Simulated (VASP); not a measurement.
Write the native input for VASP 6.6.1 that does the following.

```yaml
Task: single point
Functional: LDA
Potentials_or_basis: VASP PAW LDA potentials, release 64 (Sn_d, O)
Cutoff: 520 eV
k_mesh: 6 × 6 × 8
Occupations: gaussian, width 0.05 eV
Spin: no spin polarisation
Dipole_correction: no
Further_INCAR_settings: ALGO = Normal; EDIFF = 1e-06; NBANDS = 35
```

The structure of SnO2 lies in POSCAR:

```
SnO2
1.0
    4.9330604771      0.0000000000      0.0000000000
    0.0000000000      4.9336664808      0.0000000000
    0.0000000000      0.0000000000      3.3328025979
Sn O
2 4
Direct
    0.5000000000      0.5000000000      0.5000000000
    0.0000000000      0.0000000000      0.0000000000
    0.3059833077      0.3321134587      0.0000000000
    0.8059833077      0.1678865413      0.5000000000
    0.1940166923      0.8321134587      0.5000000000
    0.6940166923      0.6678865413      0.0000000000
```

This cell differs from its parent crystal: atoms shifted along a free coordinate.

The input as run:

INCAR

```
PREC = Accurate
ENCUT = 520
EDIFF = 1E-6
ISMEAR = 0
SIGMA = 0.05
LREAL = F
LASPH = T
NELM = 60
ALGO = Normal
ISIF = 2
LWAVE = F
LCHARG = F
NBANDS = 35
```

KPOINTS

```
Automatic mesh
0
Gamma
  6 6 8
```

Potentials or basis: VASP PAW LDA potentials, release 64 (Sn_d, O).

The run is started by

```bash
$ cat potpaw_LDA.64/Sn_d/POTCAR potpaw_LDA.64/O/POTCAR > POTCAR
$ mpirun -np 1 vasp_std > vasp.out
```

Results of the run:

```
Pressure               : -16.9 GPa
Largest force          : 1.078 eV/Å
Band gap on the k mesh : 0.25 eV (least direct gap 0.30 eV)
```

Caveat: the cell differs from its parent crystal (atoms shifted along a free coordinate); the stress differs along the axes, from -22 to -14 GPa; semilocal functionals underestimate gaps, and a narrow one can read as zero; spin-orbit coupling is left out, which moves the levels of the heavy elements; forces of over 1 eV/Å act on the atoms, so gaps and moduli don't describe the material at rest.

It took 81 s on 1 thread of Intel(R) Xeon(R) 6975P-C (Granite Rapids), on a shared host, peak memory 0.29 GiB.
